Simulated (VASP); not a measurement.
A run of VASP 6.6.1 is set up as follows.

INCAR

```
  ALGO = Normal
  DIPOL = 0.5 0.5 0.469
  EDIFF = 1E-6
  ENCUT = 520
  GGA = PE
  IDIPOL = 3
  ISIF = 2
  ISMEAR = 0
  IVDW = 12
  LASPH = True
  LCHARG = True
  LDIPOL = True
  LELF = True
  LREAL = False
  LVACPOTAV = True
  LVHAR = True
  LWAVE = False
  NBANDS = 108
  NELM = 100
  PREC = Accurate
  SIGMA = 0.1
```

The input KPOINTS:

```
k-points
0
Gamma
  6 6 1
```

The input POSCAR:

```
Rh12CO
1.0
    4.6459122621      0.0000000000      0.0000000000
   -2.3229561310      4.0234780427      0.0000000000
    0.0000000000      0.0000000000     26.7203121307
Rh C O
12 1 1
Direct
    0.0000000000      0.3333333333      0.3181100564
    0.3333333333      0.0000000000      0.3181100564
    0.6666666667      0.6666666667      0.3181100564
    0.3333333333      0.3333333333      0.4000740707
    0.6666666667      0.0000000000      0.4000740707
    0.0000000000      0.6666666667      0.4000740707
    0.6681401685      0.3348068352      0.4804904050
    0.0000000000     -0.0014735018      0.4804904050
    0.3318598315      0.6666666667      0.4804904050
    0.0000000000      0.3340501437      0.5641872583
    0.3326165229     -0.0007168104      0.5641872583
    0.6673834771      0.6666666667      0.5641872583
    0.0000000000      0.6666666667      0.6168066575
    0.0000000000      0.6666666667      0.6610751888
```

Potentials or basis: VASP PAW PBE potentials, release 64 (Rh_pv, C, O).

Launch:

```console
$ cat potpaw_PBE.64/Rh_pv/POTCAR potpaw_PBE.64/C/POTCAR potpaw_PBE.64/O/POTCAR > POTCAR
$ mpirun -np 1 vasp_std > vasp.out
```

(1) Predict the band gap on the k mesh.

(2) Estimate the largest force.

(3) Estimate the dispersion energy per atom.

## Answers

(1) zero (bands 95 and 96 overlap by 0.31 eV).

(2) 0.665 eV/Å.

(3) -0.437 eV.
